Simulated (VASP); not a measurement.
# BAs2 (Pmmm) in VASP: notebook

The runs below take BAs2 through single point, relaxation of cell and atoms, with PBE.

All numbers are computed with VASP 6.6.1; they aren't measurements. Logs are shortened: lines on timing, memory, paths and dates and some standing lists are left out, and cuts for length are marked.

## Step 1: The cell of the first run

Symmetry: Pmmm, No. 47, orthorhombic system. Conventional cell: a = 3.075 Å, b = 3.113 Å, c = 4.900 Å, α = 90.00°, β = 90.00°, γ = 90.00°. Within 2.9 Å of B (site symmetry mmm) lie 8 As at 2.19 to 2.89 Å. As (site symmetry mmm) has 4 B at 2.19 Å and 8 As at 2.90 to 3.11 Å within 3.2 Å. As (site symmetry mmm) has 4 B at 2.89 Å and 8 As at 2.90 to 3.11 Å within 3.8 Å.

The cell was built from a structure type or drawn by symmetry, and may not be a known phase.

## Step 2: Single point, PBE

File INCAR:

```
ALGO     = Normal         # electronic algorithm
EDIFF    = 1E-6           # SCF threshold, eV
ENCUT    = 520            # plane-wave cutoff, eV
GGA      = PE             # functional
ISIF     = 2              # what is computed and relaxed
ISMEAR   = 0              # smearing method
LASPH    = T              # aspherical terms in the spheres
LCHARG   = F              # write CHGCAR
LREAL    = F              # projectors in reciprocal space
LWAVE    = F              # write WAVECAR
NBANDS   = 14             # bands
NELM     = 100            # most SCF steps
PREC     = Accurate       # precision mode
SIGMA    = 0.1            # smearing width, eV
```

File KPOINTS:

```
k-points
0
Gamma
  4 4 4
```

File POSCAR:

```
BAs2
1.0
    3.1132130421      0.0000000000      0.0000000000
    0.0000000000      3.0751058328      0.0000000000
    0.0000000000      0.0000000000      4.9004482459
B As
1 2
Direct
    0.5000000000      0.5000000000      0.5000000000
    0.0000000000      0.0000000000      0.5000000000
    0.5000000000      0.0000000000      0.0000000000
```

Potentials or basis: VASP PAW PBE potentials, release 64 (B, As).

Started as:

```
$ cat potpaw_PBE.64/B/POTCAR potpaw_PBE.64/As/POTCAR > POTCAR
$ mpirun -np 1 vasp_std > vasp.out
```

OUTCAR:

```text
EDIFF = 1E-6
   ENCUT = 520
   GGA = PE
   ISIF = 2
   ISMEAR = 0
   LASPH = T
   LREAL = F
   NELM = 100
   PREC = Accurate

 ion  position               nearest neighbor table
   1  0.500  0.500  0.500-   2 2.19   2 2.19   2 2.19   2 2.19
   2  0.000  0.000  0.500-   1 2.19   1 2.19   1 2.19   1 2.19   3 2.90   3 2.90   3 2.90   3 2.90

   3  0.500  0.000  0.000-   2 2.90   2 2.90   2 2.90   2 2.90

  LATTYP: Found a simple orthorhombic cell.
 ALAT       =     3.0751058328
 B/A-ratio  =     1.0123921619
 C/A-ratio  =     1.5935868592

  Lattice vectors:

 A1 = (   0.0000000000,  -3.0751058328,   0.0000000000)
 A2 = (   3.1132130421,   0.0000000000,   0.0000000000)
 A3 = (   0.0000000000,   0.0000000000,   4.9004482459)

Analysis of symmetry for initial positions (statically):
=====================================================================
 Subroutine PRICEL returns:
 Original cell was already a primitive cell.

 Routine SETGRP: Setting up the symmetry group for a
 simple orthorhombic supercell.

 Subroutine GETGRP returns: Found  8 space group operations
 (whereof  8 operations were pure point group operations)
 out of a pool of  8 trial point group operations.

The static configuration has the point symmetry D_2h.

Analysis of symmetry for dynamics (positions and initial velocities):
=====================================================================
 Subroutine PRICEL returns:
 Original cell was already a primitive cell.

 Routine SETGRP: Setting up the symmetry group for a
 simple orthorhombic supercell.

 Subroutine GETGRP returns: Found  8 space group operations
 (whereof  8 operations were pure point group operations)
 out of a pool of  8 trial point group operations.

The dynamic configuration has the point symmetry D_2h.

 Subroutine INISYM returns: Found  8 space group operations
 (whereof  8 operations are pure point group operations),
 and found     1 'primitive' translations

----------------------------------------------------------------------------------------

                                     Primitive cell

  volume of cell :      46.9142

  direct lattice vectors                    reciprocal lattice vectors
     3.113213042  0.000000000  0.000000000     0.321211554  0.000000000  0.000000000
     0.000000000  3.075105833  0.000000000     0.000000000  0.325192060  0.000000000
     0.000000000  0.000000000  4.900448246     0.000000000  0.000000000  0.204062965

  length of vectors
     3.113213042  3.075105833  4.900448246     0.321211554  0.325192060  0.204062965

[... 89 lines left out ...]
   ISYM   =      2    0-nonsym 1-usesym 2-fastsym
   POTIM  = 0.5000    time-step for ionic-motion
   TEBEG  =    0.0;   TEEND  =   0.0 temperature during run
   PSTRESS=    0.0 pullay stress
   NELECT =      13.0000    total number of electrons
   NUPDOWN=      -1.0000    fix difference up-down
   EMIN   =  10.00;   EMAX   =-10.00  energy-range for DOS
   EFERMI =   0.00;   METHOD = LEGACY
   ISMEAR =     0;   SIGMA  =   0.10  broadening in eV -4-tet -1-fermi 0-gaus
   EFERMI_NEDOS =   21; number of points for ismear=-14 and -15
   IALGO  =     38    algorithm
   IMIX   =      4    mixing-type and parameters
     AMIX     =   0.40;   BMIX     =  1.00
     AMIX_MAG =   1.60;   BMIX_MAG =  1.00
  volume/ion in A,a.u.               =      15.64       105.53
  Fermi-wavevector in a.u.,A,eV,Ry     =   1.067303  2.016910 15.498881  1.139136
  Thomas-Fermi vector in A             =   2.202915
   LORBIT       =      0    0 simple, 1 ext, 2 COOP (PROOUT), +10 PAW based schemes
   GGA     = PE    functional components
   LHFCALC =     F    Hartree Fock is set to
   AEXX    =    0.0000 exact exchange contribution
   IVDW    =     0    specifies the selected vdW correction
   LEPSILON=     F    determine dielectric tensor
   LRPA    =     F    only Hartree local field effects (RPA)
 non-spin polarized calculation
 Gauss-broadening in eV      SIGMA  =   0.10
  energy-cutoff  :      520.00
  volume of cell :       46.91
 maximum number of plane-waves:      1288
 NGX is ok and might be reduce to    24
   NGX = 11   NGY = 11   NGZ = 19

 number of electron      13.0000000 magnetization

 Free energy of the ion-electron system (eV)
  ---------------------------------------------------
  ext. energy  EPLUGINS =         0.00000000
  ---------------------------------------------------
  free energy    TOTEN  =       -13.41242693 eV

  energy without entropy =      -13.40482465  energy(sigma->0) =      -13.40862579

 E-fermi :   6.2431     XC(G=0): -10.7234

 val. band max:        6.1921023512   @ k =   0.2500   0.5000   0.2500
 cond. band min:       6.2642682958   @ k =   0.2500   0.0000   0.5000
 fundamental gap:      0.0721659446
 Fermi energy:         6.2430697912

 k-point     1 :       0.0000    0.0000    0.0000
  band No.  band energies     occupation
      1      -9.4454      2.00000
      2      -4.3801      2.00000
      3      -0.9305      2.00000
      4       3.3900      2.00000
      5       3.7031      2.00000
      6       6.6506      0.00000
      7       9.1601      0.00000
      8       9.5628      0.00000
      9      10.7166      0.00000
     10      10.8518      0.00000
     11      11.2595      0.00000
     12      15.4126      0.00000
     13      16.2923      0.00000
     14      16.2941      0.00000
[... 377 lines left out ...]
      1      -5.3572      2.00000
      2      -3.7813      2.00000
      3      -3.2402      2.00000
      4       0.8611      2.00000
      5       2.8952      2.00000
      6       3.7309      2.00000
      7       5.2776      2.00000
      8       7.9076      0.00000
      9       8.7592      0.00000
     10       9.0317      0.00000
     11      11.6444      0.00000
     12      13.7102      0.00000
     13      16.1484      0.00000
     14      16.6627      0.00000

 [... further k-points ...]
[... 5 lines left out ...]
  --------------------------------------------------------------------------------------
  -------------------------------------------------------------------------------------
  Total        0.1093234      0.0998622     -0.0395241      0.0000000      0.0000000      0.0000000
  in kB        3.7335261      3.4104130     -1.3497944      0.0000000      0.0000000      0.0000000
  external PRESSURE =       1.9313815 kB  Pullay stress =       0.0000000 kB

 VOLUME and BASIS-vectors are now :
 -----------------------------------------------------------------------------
  energy-cutoff  :      520.00
  volume of cell :       46.91
      direct lattice vectors                 reciprocal lattice vectors
     3.113213042  0.000000000  0.000000000     0.321211554  0.000000000  0.000000000
     0.000000000  3.075105833  0.000000000     0.000000000  0.325192060  0.000000000
     0.000000000  0.000000000  4.900448246     0.000000000  0.000000000  0.204062965

 POSITION                                       TOTAL-FORCE (eV/Angst)
 -----------------------------------------------------------------------------------
      1.55661      1.53755      2.45022         0.000000      0.000000      0.000000
      0.00000      0.00000      2.45022         0.000000      0.000000      0.000000
      1.55661      0.00000      0.00000         0.000000      0.000000      0.000000
 -----------------------------------------------------------------------------------
    total drift:                                0.000000      0.000000     -0.000000

  FREE ENERGIE OF THE ION-ELECTRON SYSTEM (eV)
  ---------------------------------------------------
  free  energy   TOTEN  =       -13.4124269301 eV

  energy  without entropy=      -13.4048246523  energy(sigma->0) =      -13.40862579
```

Run time: 10 s. Hardware: 1 thread of Intel Xeon Platinum 8259CL at 2.50GHz (Skylake/Cascade Lake), shared host; peak memory 0.15 GiB.

What came out:

```yaml
Free_energy: -13.4124 eV
Pressure: 0.2 GPa
Band_gap_on_the_k_mesh: zero (an odd number of electrons rules out a gap without spin polarisation)
```

Levels at points of the mesh, in eV from the Fermi level:
| k point | band 3 | band 4 | band 5 | band 6 | band 7 | band 8 | band 9 | band 10 |
| --- | --- | --- | --- | --- | --- | --- | --- | --- |
| (0.00, 0.00, 0.00) | -7.17 | -2.85 | -2.54 | 0.41 | 2.92 | 3.32 | 4.47 | 4.61 |
| (0.50, 0.00, 0.00) | -7.65 | -4.04 | -3.68 | -2.62 | 0.74 | 2.03 | 4.36 | 4.60 |
| (0.00, 0.50, 0.00) | -8.75 | -4.79 | -3.35 | -1.39 | 0.86 | 1.12 | 3.47 | 4.80 |
| (0.50, 0.50, 0.00) | -7.07 | -6.17 | -5.63 | -1.89 | -1.30 | -1.13 | -0.97 | 0.23 |
| (0.00, 0.00, 0.50) | -2.64 | -2.34 | -2.25 | -0.94 | 0.67 | 2.04 | 2.45 | 3.83 |
| (0.50, 0.00, 0.50) | -10.28 | -6.05 | 1.06 | 1.07 | 1.10 | 2.10 | 2.20 | 3.72 |
| (0.00, 0.50, 0.50) | -9.61 | -5.33 | 0.49 | 0.73 | 1.15 | 1.55 | 2.35 | 3.30 |
| (0.50, 0.50, 0.50) | -7.90 | -7.01 | -5.55 | -4.44 | -3.69 | 2.32 | 2.55 | 3.43 |

Caveat: the k points lie up to 0.51 Å⁻¹ apart, too coarse for converged energies and pressures of a metal.

## Step 3: Single point, PBE

This run uses another cell than the first one, of 22.71 Å³/atom.

File INCAR:

```
SYSTEM = BAs2
PREC = Accurate
ENCUT = 520
EDIFF = 1E-6
ISMEAR = 0
SIGMA = 0.1
LREAL = .False.
LASPH = .True.
NELM = 80
ALGO = Normal
ISIF = 2
LWAVE = .False.
LCHARG = .True.
GGA = PE
LELF = .True.
LVHAR = .True.
NBANDS = 14
```

File KPOINTS:

```
regular mesh
0
Gamma
  4 4 4
  0 0 0
```

File POSCAR:

```
BAs2
1.0
    3.7433349200      0.0000000000      0.0000000000
    0.0000000000      3.8550840900      0.0000000000
    0.0000000000      0.0000000000      4.7219613500
B As
1 2
Direct
    0.5000000000      0.5000000000      0.5000000000
    0.0000000000      0.0000000000      0.5000000000
    0.5000000000      0.0000000000      0.0000000000
```

Potentials or basis: VASP PAW PBE potentials, release 64 (B, As).

Started as:

```
$ cat potpaw_PBE.64/B/POTCAR potpaw_PBE.64/As/POTCAR > POTCAR
$ mpirun -np 1 vasp_std > vasp.out
```

OUTCAR:

```text
SYSTEM = BAs2
   PREC = Accurate
   ENCUT = 520
   EDIFF = 1E-6
   ISMEAR = 0
   LREAL = .False.
   LASPH = .True.
   NELM = 80
   ISIF = 2
   GGA = PE

 ion  position               nearest neighbor table
   1  0.500  0.500  0.500-
   2  0.000  0.000  0.500-
   3  0.500  0.000  0.000-

  LATTYP: Found a simple orthorhombic cell.
 ALAT       =     3.7433349200
 B/A-ratio  =     1.0298528377
 C/A-ratio  =     1.2614317049

  Lattice vectors:

 A1 = (   3.7433349200,   0.0000000000,   0.0000000000)
 A2 = (   0.0000000000,   3.8550840900,   0.0000000000)
 A3 = (   0.0000000000,   0.0000000000,   4.7219613500)

Analysis of symmetry for initial positions (statically):
=====================================================================
 Subroutine PRICEL returns:
 Original cell was already a primitive cell.

 Routine SETGRP: Setting up the symmetry group for a
 simple orthorhombic supercell.

 Subroutine GETGRP returns: Found  8 space group operations
 (whereof  8 operations were pure point group operations)
 out of a pool of  8 trial point group operations.

The static configuration has the point symmetry D_2h.

[... 172 lines left out ...]
      1     -10.0098      2.00000
      2      -5.8420      2.00000
      3      -1.5579      2.00000
      4      -0.4443      2.00000
      5       0.3328      2.00000
      6       0.5002      2.00000
      7       4.5798      0.00000
      8       4.7475      0.00000
      9       5.5250      0.00000
     10       6.6749      0.00000
     11       7.3133      0.00000
     12       8.2817      0.00000
     13       8.3262      0.00000
     14      10.9385      0.00000
[... 377 lines left out ...]
      1      -7.4684      2.00000
      2      -7.1477      2.00000
      3      -4.0969      2.00000
      4      -1.4253      2.00000
      5       0.1532      2.00000
      6       0.3784      2.00000
      7       1.4034      2.00000
      8       5.5930      0.00000
      9       6.2573      0.00000
     10       6.7963      0.00000
     11       7.7876      0.00000
     12       7.8289      0.00000
     13       8.0329      0.00000
     14      12.5855      0.00000

 [... further k-points ...]
[... 5 lines left out ...]
  --------------------------------------------------------------------------------------
  -------------------------------------------------------------------------------------
  Total       -5.3339682     -6.9819516     -5.6100482      0.0000000      0.0000000      0.0000000
  in kB     -125.4140054   -164.1619280   -131.9052875      0.0000000      0.0000000      0.0000000
  external PRESSURE =    -140.4937403 kB  Pullay stress =       0.0000000 kB

 VOLUME and BASIS-vectors are now :
 -----------------------------------------------------------------------------
  energy-cutoff  :      520.00
  volume of cell :       68.14
      direct lattice vectors                 reciprocal lattice vectors
     3.743334920  0.000000000  0.000000000     0.267141472  0.000000000  0.000000000
     0.000000000  3.855084090  0.000000000     0.000000000  0.259397714  0.000000000
     0.000000000  0.000000000  4.721961350     0.000000000  0.000000000  0.211776405

 POSITION                                       TOTAL-FORCE (eV/Angst)
 -----------------------------------------------------------------------------------
      1.87167      1.92754      2.36098         0.000000      0.000000      0.000000
      0.00000      0.00000      2.36098         0.000000      0.000000      0.000000
      1.87167      0.00000      0.00000         0.000000      0.000000      0.000000
 -----------------------------------------------------------------------------------
    total drift:                                0.000000      0.000000     -0.000000

  FREE ENERGIE OF THE ION-ELECTRON SYSTEM (eV)
  ---------------------------------------------------
  free  energy   TOTEN  =       -11.7985015087 eV

  energy  without entropy=      -11.7932722724  energy(sigma->0) =      -11.79588689
```

OSZICAR:

```text
N       E                     dE             d eps       ncg     rms          rms(c)
DAV:   1     0.326870833635E+02    0.32687E+02   -0.47847E+03   756   0.724E+02
DAV:   2    -0.954388722132E+01   -0.42231E+02   -0.39711E+02  1040   0.113E+02
DAV:   3    -0.118523892668E+02   -0.23085E+01   -0.22821E+01   888   0.265E+01
DAV:   4    -0.118699226533E+02   -0.17533E-01   -0.17528E-01   900   0.265E+00
DAV:   5    -0.118700068202E+02   -0.84167E-04   -0.84166E-04   956   0.199E-01    0.239E+00
DAV:   6    -0.118016931038E+02    0.68314E-01   -0.23089E-01   852   0.218E+00    0.130E+00
DAV:   7    -0.117967862502E+02    0.49069E-02   -0.43981E-02   864   0.106E+00    0.798E-01
DAV:   8    -0.117979849871E+02   -0.11987E-02   -0.10454E-02   870   0.591E-01    0.167E-01
DAV:   9    -0.117983965847E+02   -0.41160E-03   -0.59918E-04   934   0.137E-01    0.575E-02
DAV:  10    -0.117984971694E+02   -0.10058E-03   -0.13036E-04   882   0.679E-02    0.106E-02
DAV:  11    -0.117984999870E+02   -0.28176E-05   -0.46932E-06   954   0.119E-02    0.372E-03
DAV:  12    -0.117985013921E+02   -0.14052E-05   -0.22434E-06   826   0.792E-03    0.139E-03
DAV:  13    -0.117985015087E+02   -0.11655E-06   -0.69488E-08   588   0.159E-03
   1 F= -.11798502E+02 E0= -.11795887E+02  d E =-.522924E-02
```

It took 21 s on 1 thread of Intel Xeon Platinum 8259CL at 2.50GHz (Skylake/Cascade Lake), shared host; peak memory 0.18 GiB.

Results:

- Free energy: -11.7985 eV
- Pressure: -14.0 GPa
- Band gap on the k mesh: zero (an odd number of electrons rules out a gap without spin polarisation)

Stress tensor (GPa, compression positive):
```
-12.54   0.00   0.00
  0.00 -16.42   0.00
  0.00   0.00 -13.19
```

Caveat: the k points lie up to 0.42 Å⁻¹ apart, too coarse for converged energies and pressures of a metal.

## Step 4: Single point, PBE

This run uses another cell than the first one, of 15.71 Å³/atom.

File INCAR:

```
  PREC = Accurate
  ENCUT = 520
  EDIFF = 1E-6
  ISMEAR = 0
  SIGMA = 0.1
  LREAL = F
  LASPH = T
  NELM = 100
  ALGO = Normal
  ISIF = 2
  LWAVE = F
  LCHARG = T
  GGA = PE
  LELF = T
  LVHAR = T
  NBANDS = 14
```

File KPOINTS:

```
regular mesh
0
Gamma
  6 6 4
```

File POSCAR:

```
BAs2
1.0
    3.0855204960      0.0000000000      0.0000000000
    0.0000000000      3.1678115477      0.0000000000
    0.0000000000      0.0000000000      4.8229795032
B As
1 2
Direct
    0.5000000000      0.5000000000      0.5000000000
    0.0000000000      0.0000000000      0.5000000000
    0.0000000000      0.5000000000      0.0000000000
```

Started as:

```
$ cat potpaw_PBE.64/B/POTCAR potpaw_PBE.64/As/POTCAR > POTCAR
$ mpirun -np 1 vasp_std > vasp.out
```

Wall time 19 s (1 thread of Intel Xeon Platinum 8259CL at 2.50GHz (Skylake/Cascade Lake), shared host); peak memory 0.17 GiB.

It converged, with:

```
Free energy            : -13.3141 eV
Pressure               : 0.2 GPa
Band gap on the k mesh : zero (an odd number of electrons rules out a gap without spin polarisation)
```

Stress tensor (GPa, compression positive):
```
0.25 0.00 0.00
0.00 0.19 0.00
0.00 0.00 0.11
```

Levels at points of the mesh, in eV from the Fermi level:
| k point | band 4 | band 5 | band 6 | band 7 | band 8 | band 9 |
| --- | --- | --- | --- | --- | --- | --- |
| (0.00, 0.00, 0.00) | -2.87 | -2.23 | 0.21 | 2.52 | 3.20 | 4.46 |
| (0.50, 0.00, 0.00) | -4.73 | -3.33 | -1.23 | 0.58 | 1.20 | 3.26 |
| (0.00, 0.50, 0.00) | -4.10 | -3.67 | -2.55 | 0.86 | 2.19 | 4.46 |
| (0.50, 0.50, 0.00) | -6.16 | -5.29 | -1.90 | -1.31 | -1.27 | -0.93 |
| (0.00, 0.00, 0.50) | -1.96 | -1.85 | -0.84 | 0.59 | 1.48 | 2.20 |
| (0.50, 0.00, 0.50) | -5.46 | 0.78 | 0.85 | 1.25 | 1.49 | 2.71 |
| (0.00, 0.50, 0.50) | -6.19 | 1.19 | 1.33 | 1.38 | 2.27 | 2.52 |
| (0.50, 0.50, 0.50) | -6.68 | -5.38 | -4.60 | -3.95 | 2.42 | 2.46 |

(Continued in part 2 of 2.)
